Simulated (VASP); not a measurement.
Runs of VASP 6.6.1 on Sb. The structure is that of space group Fm-3m (No. 225), or close to it. The cells are those of the table. This isn't the form of Sb at room conditions, which is rhombohedral.

| level | potentials or basis | cell | cutoff (eV) | share of exact exchange | screening parameter | gap on the mesh (eV) | pressure (GPa) |
| --- | --- | --- | --- | --- | --- | --- | --- |
| PBE-based screened hybrid with 25 % exact exchange | VASP PAW PBE potentials, release 64 (Sb) | a = 3.356 Å, angles 60.0°, 1 atom | 520 | 0.25 | 0.3 1/Å | none | -1.0 |
| r2SCAN50 | VASP PAW PBE potentials, release 64 (Sb) | a = 3.353 Å, angles 60.0°, 1 atom | 520 | 0.5 | - | none | (a) |
| HF | VASP PAW PBE potentials, release 64 (Sb_d_GW) | a = 3.353 Å, angles 60.0°, 1 atom | 400 | 1 | - | none | 4.7 |
| HF | VASP PAW PBE potentials, release 64 (Sb) | a = 3.442 Å, angles 60.0°, 1 atom | 520 | 1 | - | none | -18.3 |
| PBEsol-based screened hybrid with 25 % exact exchange | VASP PAW PBE potentials, release 64 (Sb) | a = 3.322 Å, angles 60.0°, 1 atom | 520 | 0.25 | 0.207 1/Å | none | -1.0 |

Alike in all rows: task single point; no spin polarisation; k mesh 5 × 5 × 5; smearing fermi-dirac 0.05 eV.

Task: Fill in the values left out.

Result: (a) -5.8.

Caveats: all runs use coarse meshes; the PAW data sets were made with another functional, which shifts forces and pressure a little; spin-orbit coupling is left out, which moves the levels of the heavy elements.

A k mesh can miss the band edges, and the runs leave out spin-orbit coupling on Sb.

A gap of «none» marks levels without a gap at the run's occupations.

The runs don't all hold the same shells in valence.
